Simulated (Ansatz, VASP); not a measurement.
# Two plane-wave programs on Sn3GeO8

```
Sn Ge O
1.0
     3.34428   -3.35873   -0.00045
     3.34224    3.35657    0.00008
    -0.00024    0.00049    6.32203
Sn Ge O
3 1 8
Cartesian
  3.3431 -0.0008 3.1608
  0.0001 0.0003 4.7826
  -0.0002 0.0002 1.5395
  3.3434 -0.0011 -0.0003
  1.3863 0.0019 0.0001
  1.2863 0.0023 3.1610
  5.3003 -0.0041 -0.0005
  5.3999 -0.0039 3.1607
  3.3409 -1.2585 4.8422
  3.3413 -1.2587 1.4795
  3.3449 1.2570 4.8422
  3.3452 1.2568 1.4795
```

Change from the starting cell: cell x1, atoms moved at random (sigma 0.1 Å) and cell strained at random (1.5 %), then relaxed without symmetry.

Alike in both runs: functional PBE; k mesh 4 × 4 × 2; occupations gaussian, width 0.1 eV; no spin polarisation.

Ansatz relaxed the structure, and its values are those at the end. VASP's run is a single point on that final structure, the one shown.

|  | VASP | Ansatz |
| --- | --- | --- |
| version | VASP 6.6.1 | Ansatz 0.2.0 |
| potentials or method | VASP PAW PBE potentials, release 64 (Sn_d, Ge_d, O), cutoff 520 eV | scalar-relativistic, plane waves, PAW |
| valence electrons in the cell | 104 | 104 |

|  | VASP | Ansatz | Ansatz less VASP |
| --- | --- | --- | --- |
| gap on the k mesh at the Fermi level (eV) | 0.62 | 0.63 | +0.012 |
| least direct gap on the mesh (eV) | 0.62 | 0.63 | +0.012 |
| pressure (GPa) | 0.6 | 0.1 | -0.51 |
| rms of the force components (eV/Å) | 0.012 | 0.003 | -0.0091 |

The k mesh is coarse, so the values compare programs but aren't converged.
